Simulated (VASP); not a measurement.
# Cd2HgS3 (P1) in VASP: relaxation of cell and atoms with PBE

Aim: the relaxation of cell and atoms of Cd2HgS3 with PBE.

All numbers are computed with VASP 6.6.1; they aren't measurements. Logs are shortened: lines on timing, memory, paths and dates and some standing lists are left out, and cuts for length are marked.

**1. The cell of the first run**

The typed cell holds 12 atoms: a = 4.183 Å, b = 7.102 Å, c = 10.150 Å, α = 90.17°, β = 92.12°, γ = 90.99°.

**2. Relaxation of cell and atoms, PBE**

Input file INCAR:

```
ALGO = Normal ; EDIFF = 1E-6
EDIFFG = -0.025 ; ENCUT = 600
GGA = PE ; IBRION = 2
ISIF = 3 ; ISMEAR = 0
LASPH = True ; LCHARG = False
LREAL = False ; LWAVE = False
NELM = 100 ; NSW = 80
PREC = Accurate ; SIGMA = 0.1
```

Input file KPOINTS:

```
k-points
0
Gamma
  4 2 2
```

Input file POSCAR:

```
Cd2HgS3
1.0
    4.1824042943     -0.0359834404     -0.0772130639
   -0.0623251470      7.1015448964     -0.0108918817
   -0.1887957445     -0.0153760118     10.1480005721
Cd Hg S
4 2 6
Direct
    0.4983754240      0.5012234978      0.0064196188
    0.0247825236     -0.0177071898     -0.0062620320
    0.4630289686      0.1508345123      0.3207355464
    1.0077863244      0.6791933700      0.3407753154
    0.9914370674      0.3349443610      0.6770623941
    0.4946622658      0.8352652483      0.6643741666
    1.0115438659      0.0058705369      0.7596158590
    0.4638681564      0.4965460760      0.7452530819
    0.9962781896      0.3320758026      0.4042805369
    0.5039495671      0.8594250562      0.3974809727
    0.5164777859      0.1695215348      0.0944529180
    1.0278098612      0.6528071938      0.0958116224
```

Potentials or basis: VASP PAW PBE potentials, release 64 (Cd, Hg, S).

Started as:

```console
$ cat potpaw_PBE.64/Cd/POTCAR potpaw_PBE.64/Hg/POTCAR potpaw_PBE.64/S/POTCAR > POTCAR
$ mpirun -np 1 vasp_std > vasp.out
```

OUTCAR:

```text
EDIFF = 1E-6
   EDIFFG = -0.025
   ENCUT = 600
   GGA = PE
   IBRION = 2
   ISIF = 3
   ISMEAR = 0
   LASPH = True
   LREAL = False
   NELM = 100
   NSW = 80
   PREC = Accurate

 ion  position               nearest neighbor table
   1  0.498  0.501  0.006-  12 2.46  11 2.52  12 2.58   8 2.65
   2  0.025  0.982  0.994-   7 2.38  12 2.56  11 2.60  11 2.75
   3  0.463  0.151  0.321-  10 2.22  11 2.32   9 2.53   9 2.67
   4  0.008  0.679  0.341-  10 2.47  12 2.50   9 2.55  10 2.57
   5  0.991  0.335  0.677-   8 2.35   7 2.49   8 2.62   9 2.77
   6  0.495  0.835  0.664-   8 2.55   7 2.59   7 2.61  10 2.72
   7  0.012  0.006  0.760-   2 2.38   5 2.49   6 2.59   6 2.61
   8  0.464  0.497  0.745-   5 2.35   6 2.55   5 2.62   1 2.65
   9  0.996  0.332  0.404-   3 2.53   4 2.55   3 2.67   5 2.77
  10  0.504  0.859  0.397-   3 2.22   4 2.47   4 2.57   6 2.72
  11  0.516  0.170  0.094-   3 2.32   1 2.52   2 2.60   2 2.75
  12  0.028  0.653  0.096-   1 2.46   4 2.50   2 2.56   1 2.58

  LATTYP: Found a triclinic cell.
 ALAT       =     4.1832717275
 B/A-ratio  =     2.5898031038
 C/A-ratio  =     1.6976728258
 COS(alpha) =     0.0094011221
 COS(beta)  =     0.0173472087
 COS(gamma) =     0.3514299943

  Lattice vectors:

 A1 = (   4.1824042943,  -0.0359834404,  -0.0772130639)
 A2 = (   3.9936085498,  -0.0513594522,  10.0707875082)
 A3 = (   0.0623251470,  -7.1015448964,   0.0108918817)

Analysis of symmetry for initial positions (statically):
=====================================================================
 Subroutine PRICEL returns:
 Original cell was already a primitive cell.

 Routine SETGRP: Setting up the symmetry group for a
 triclinic supercell.

 Subroutine GETGRP returns: Found  1 space group operations
 (whereof  1 operations were pure point group operations)
 out of a pool of  2 trial point group operations.

The static configuration has the point symmetry C_1 .

Analysis of symmetry for dynamics (positions and initial velocities):
=====================================================================
 Subroutine PRICEL returns:
 Original cell was already a primitive cell.

 Routine SETGRP: Setting up the symmetry group for a
 triclinic supercell.

 Subroutine GETGRP returns: Found  1 space group operations
 (whereof  1 operations were pure point group operations)
 out of a pool of  2 trial point group operations.

The dynamic configuration has the point symmetry C_1 .

 Subroutine INISYM returns: Found  1 space group operations
 (whereof  1 operations are pure point group operations),
 and found     1 'primitive' translations

----------------------------------------------------------------------------------------

                                     Primitive cell

  volume of cell :     301.2840

  direct lattice vectors                    reciprocal lattice vectors
     4.182404294 -0.035983440 -0.077213064     0.239197257  0.002106092  0.004453272
    -0.062325147  7.101544896 -0.010891882     0.001215953  0.140825464  0.000235997
    -0.188795745 -0.015376012 10.148000572     0.001821285  0.000167173  0.098575716

  length of vectors
     4.183271728  7.101826735 10.149768267     0.239247978  0.140830911  0.098592681

  position of ions in fractional coordinates (direct lattice)
     0.498375424  0.501223498  0.006419619
     0.024782524  0.982292810  0.993737968
     0.463028969  0.150834512  0.320735546
     0.007786324  0.679193370  0.340775315
     0.991437067  0.334944361  0.677062394
     0.494662266  0.835265248  0.664374167
     0.011543866  0.005870537  0.759615859
     0.463868156  0.496546076  0.745253082
     0.996278190  0.332075803  0.404280537
     0.503949567  0.859425056  0.397480973
     0.516477786  0.169521535  0.094452918
     0.027809861  0.652807194  0.095811622

  ion indices of the primitive-cell ions
   primitive index   ion index
                 1           1
                 2           2
                 3           3
                 4           4
                 5           5
                 6           6
                 7           7
                 8           8
                 9           9
                10          10
                11          11
                12          12

----------------------------------------------------------------------------------------

 KPOINTS: k-points

Automatic generation of k-mesh.
 Grid dimensions read from file:
 generate k-points for:    4    2    2

 Generating k-lattice:

  Cartesian coordinates                     Fractional coordinates (reciprocal lattice)
     0.059799314  0.000526523  0.001113318     0.250000000 -0.000000000 -0.000000000
     0.000607976  0.070412732  0.000117999    -0.000000000  0.500000000 -0.000000000
     0.000910642  0.000083587  0.049287858     0.000000000  0.000000000  0.500000000

  Length of vectors
     0.059811995  0.070415456  0.049296341

  Shift w.r.t. Gamma in fractional coordinates (k-lattice)
     0.000000000  0.000000000  0.000000000

 Subroutine IBZKPT returns following result:
 ===========================================

 Found     12 irreducible k-points:

 Following reciprocal coordinates:
            Coordinates               Weight
  0.000000  0.000000  0.000000      1.000000
  0.250000  0.000000  0.000000      2.000000
  0.500000  0.000000  0.000000      1.000000
  0.000000  0.500000 -0.000000      1.000000
  0.250000  0.500000  0.000000      2.000000
  0.500000  0.500000  0.000000      1.000000
  0.000000  0.000000  0.500000      1.000000
  0.250000  0.000000  0.500000      2.000000
  0.500000  0.000000  0.500000      1.000000
  0.000000  0.500000  0.500000      1.000000
  0.250000  0.500000  0.500000      2.000000
  0.500000  0.500000  0.500000      1.000000
   k-points           NKPTS =     12   k-points in BZ     NKDIM =     12   number of bands    NBANDS=     64
   number of dos      NEDOS =    301   number of ions     NIONS =     12
   total plane-waves  NPLWV = 181440
   dimension x,y,z NGX =    36 NGY =   60 NGZ =   84
   dimension x,y,z NGXF=    72 NGYF=  120 NGZF=  168
   ions per type =               4   2   6
   NGX,Y,Z   is equivalent  to a cutoff of  14.31, 14.05, 13.76 a.u.
   NGXF,Y,Z  is equivalent  to a cutoff of  28.61, 28.09, 27.52 a.u.
 SYSTEM =  unknown system
   PREC   = accura    normal or accurate (medium, high low for compatibility)
   ISTART =      0    job   : 0-new  1-cont  2-samecut
   ICHARG =      2    charge: 1-file 2-atom 10-const
   ISPIN  =      1    spin polarized calculation?
   LNONCOLLINEAR =      F non collinear calculations
   LSORBIT =      F    spin-orbit coupling
   LASPH  =      T    aspherical Exc in radial PAW
   ENCUT  =  600.0 eV  44.10 Ry    6.64 a.u.   8.36 14.18 20.27*2*pi/ulx,y,z
   NELM   =    100;   NELMIN=  2; NELMDL= -5     # of ELM steps
   EDIFF  = 0.1E-05   stopping-criterion for ELM
   LREAL  =      F    real-space projection
   EDIFFG = -.3E-01   stopping-criterion for IOM
   NSW    =     80    number of steps for IOM
   IBRION =      2    ionic relax: 0-MD 1-quasi-New 2-CG
   NFREE  =      1    steps in history (QN), initial steepest desc. (CG)
   ISIF   =      3    stress and relaxation
   ISYM   =      2    0-nonsym 1-usesym 2-fastsym
   POTIM  = 0.5000    time-step for ionic-motion
   TEBEG  =    0.0;   TEEND  =   0.0 temperature during run
   PSTRESS=    0.0 pullay stress
   NELECT =     108.0000    total number of electrons
   NUPDOWN=      -1.0000    fix difference up-down
   EMIN   =  10.00;   EMAX   =-10.00  energy-range for DOS
   EFERMI =   0.00;   METHOD = LEGACY
   ISMEAR =     0;   SIGMA  =   0.10  broadening in eV -4-tet -1-fermi 0-gaus
   EFERMI_NEDOS =   21; number of points for ismear=-14 and -15
   IALGO  =     38    algorithm
   IMIX   =      4    mixing-type and parameters
     AMIX     =   0.40;   BMIX     =  1.00
     AMIX_MAG =   1.60;   BMIX_MAG =  1.00
  volume/ion in A,a.u.               =      25.11       169.43
  Fermi-wavevector in a.u.,A,eV,Ry     =   1.162940  2.197638 18.400926  1.352430
  Thomas-Fermi vector in A             =   2.299496
   LORBIT       =      0    0 simple, 1 ext, 2 COOP (PROOUT), +10 PAW based schemes
   GGA     = PE    functional components
   LHFCALC =     F    Hartree Fock is set to
   AEXX    =    0.0000 exact exchange contribution
   IVDW    =     0    specifies the selected vdW correction
   LEPSILON=     F    determine dielectric tensor
   LRPA    =     F    only Hartree local field effects (RPA)
 conjugate gradient relaxation of ions
 non-spin polarized calculation
 Gauss-broadening in eV      SIGMA  =   0.10
  energy-cutoff  :      600.00
  volume of cell :      301.28
 maximum number of plane-waves:     10086
 NGX is ok and might be reduce to    36
   NGX = 17   NGY = 29   NGZ = 41

--------------------------------------- Ionic step        1  -------------------------------------------

 number of electron     107.9999996 magnetization

 Free energy of the ion-electron system (eV)
  ---------------------------------------------------
  ext. energy  EPLUGINS =         0.00000000
  ---------------------------------------------------
  free energy    TOTEN  =       -32.17600062 eV

  energy without entropy =      -32.17458333  energy(sigma->0) =      -32.17529197

------------------------ aborting loop because EDIFF is reached ----------------------------------------

  FORCE on cell =-STRESS in cart. coord.  units (eV):
  Direction    XX          YY          ZZ          XY          YZ          ZX
  --------------------------------------------------------------------------------------
  -------------------------------------------------------------------------------------
  Total        5.4548509     11.6280986      8.8181863      1.6097882     -2.6458719      1.1593366
  in kB       29.0079709     61.8362540     46.8936174      8.5605802    -14.0702978      6.1651554
  external PRESSURE =      45.9126141 kB  Pullay stress =       0.0000000 kB
[... 119 lines left out ...]
  FREE ENERGIE OF THE ION-ELECTRON SYSTEM (eV)
  ---------------------------------------------------
  free  energy   TOTEN  =       -33.3012957762 eV

  energy  without entropy=      -33.2994164039  energy(sigma->0) =      -33.30035609

[... ionic steps 4 to 17 ...]

--------------------------------------- Ionic step       18  -------------------------------------------

 number of electron     107.9999998 magnetization

------------------------ aborting loop because EDIFF is reached ----------------------------------------

  FORCE on cell =-STRESS in cart. coord.  units (eV):
  Direction    XX          YY          ZZ          XY          YZ          ZX
  --------------------------------------------------------------------------------------
  -------------------------------------------------------------------------------------
  Total        0.2536560      0.1657313      0.2876269     -0.0070429      0.0415188     -0.0110598
  in kB        1.2839524      0.8388963      1.4559057     -0.0356496      0.2101592     -0.0559825
  external PRESSURE =       1.1929182 kB  Pullay stress =       0.0000000 kB
[... 77 lines left out ...]
  energy  without entropy=      -33.5848951244  energy(sigma->0) =      -33.58514378

--------------------------------------- Ionic step       20  -------------------------------------------

 number of electron     107.9999998 magnetization

 Free energy of the ion-electron system (eV)
  ---------------------------------------------------
  ext. energy  EPLUGINS =         0.00000000
  ---------------------------------------------------
  free energy    TOTEN  =       -33.58583442 eV

  energy without entropy =      -33.58532180  energy(sigma->0) =      -33.58557811

 E-fermi :   1.3302     XC(G=0):  -8.9125

 val. band max:        1.1531234760   @ k =   0.0000   0.0000   0.0000
 cond. band min:       1.4936513946   @ k =   0.0000   0.0000   0.0000
 fundamental gap:      0.3405279186
 Fermi energy:         1.3302203655

 k-point     1 :       0.0000    0.0000    0.0000
  band No.  band energies     occupation
      1     -11.2436      2.00000
      2     -10.9411      2.00000
      3     -10.8798      2.00000
      4     -10.8164      2.00000
      5     -10.7653      2.00000
      6     -10.6789      2.00000
[... 832 lines left out ...]
  FREE ENERGIE OF THE ION-ELECTRON SYSTEM (eV)
  ---------------------------------------------------
  free  energy   TOTEN  =       -33.5858344230 eV

  energy  without entropy=      -33.5853218020  energy(sigma->0) =      -33.58557811

 reached required accuracy - stopping structural energy minimisation
```

Run time: 61 min. Hardware: 1 thread of Oxide Virtual Turin-like, shared host; peak memory 0.62 GiB.

Results:

```
Free energy                           : -33.5858 eV
Relaxed volume                        : 26.44 Å³/atom
Relaxed cell                          : a = 4.223 Å, b = 7.289 Å, c = 10.306 Å, α = 90.13°, β = 89.99°, γ = 89.99°
Space group after relaxing (to 0.1 Å) : Pc (No. 7)
Energy gained by relaxing             : 117.5 meV/atom
Ionic steps                           : 20
Pressure after relaxing               : 0.0 GPa
Largest force after relaxing          : 0.025 eV/Å
Band gap on the k mesh                : 0.34 eV
```

Forces in eV/Å, atoms in the order of the input:
```
Cd  -0.011  0.011 -0.011
Cd  -0.009  0.003 -0.004
Cd   0.007  0.000 -0.015
Cd   0.002 -0.004  0.006
Hg   0.017  0.005 -0.004
Hg   0.003 -0.006  0.003
S   -0.006 -0.005 -0.002
S    0.003 -0.004  0.010
S   -0.004 -0.010  0.001
S    0.010  0.000  0.014
S    0.000 -0.003 -0.015
S   -0.013  0.013  0.017
```

The path:
| step | energy change (eV) | largest force (eV/Å) | pressure (GPa) | volume (Å³) |
| --- | --- | --- | --- | --- |
| 1 | 0.0000 | 3.6886 | 4.59 | 301.28 |
| 2 | -1.1031 | 0.5744 | -2.23 | 333.65 |
| 3 | -1.1253 | 0.6477 | -1.52 | 328.40 |
| 4 | -1.3101 | 0.4270 | -0.33 | 319.28 |
| 5 | -1.3477 | 0.2863 | 0.65 | 313.13 |
| 6 | -1.3731 | 0.1562 | 0.08 | 316.41 |
| 7 | -1.3747 | 0.1505 | -0.09 | 317.48 |
| 8 | -1.3828 | 0.1284 | -0.06 | 317.29 |
| 9 | -1.3890 | 0.1326 | 0.02 | 316.93 |
| 10 | -1.3945 | 0.0985 | 0.01 | 317.03 |
| 11 | -1.3966 | 0.0984 | 0.00 | 317.14 |
| 12 | -1.4010 | 0.0825 | -0.01 | 317.22 |
| 13 | -1.4019 | 0.0972 | -0.02 | 317.28 |
| 14 | -1.4050 | 0.0585 | 0.03 | 317.07 |
| 15 | -1.4067 | 0.0617 | 0.09 | 316.76 |
| 16 | -1.4082 | 0.0347 | -0.19 | 318.38 |
| 17 | -1.4084 | 0.0382 | -0.12 | 317.99 |
| 18 | -1.4091 | 0.0455 | 0.12 | 316.52 |
| 19 | -1.4094 | 0.0299 | 0.03 | 317.06 |
| 20 | -1.4098 | 0.0249 | 0.00 | 317.25 |

Final structure:
```
Cd Hg S
1.0
     4.22321    0.00059    0.00048
     0.00026    7.28936   -0.00767
     0.00027   -0.01330   10.30568
Cd Hg S
4 2 6
Direct
  0.50655 0.49752 0.00143
  0.00469 0.99880 0.00213
  0.49908 0.16839 0.33427
  0.99830 0.66797 0.33187
  0.98896 0.33301 0.66615
  0.50105 0.83377 0.66486
  0.00062 0.00029 0.75257
  0.49332 0.50075 0.75207
  0.99918 0.33521 0.41452
  0.49844 0.83421 0.41345
  0.50417 0.16525 0.08431
  0.00564 0.66483 0.08237
```

Caveat: the k points lie up to 0.43 Å⁻¹ apart in the final cell; spin-orbit coupling is left out, which moves the levels of the heavy elements.
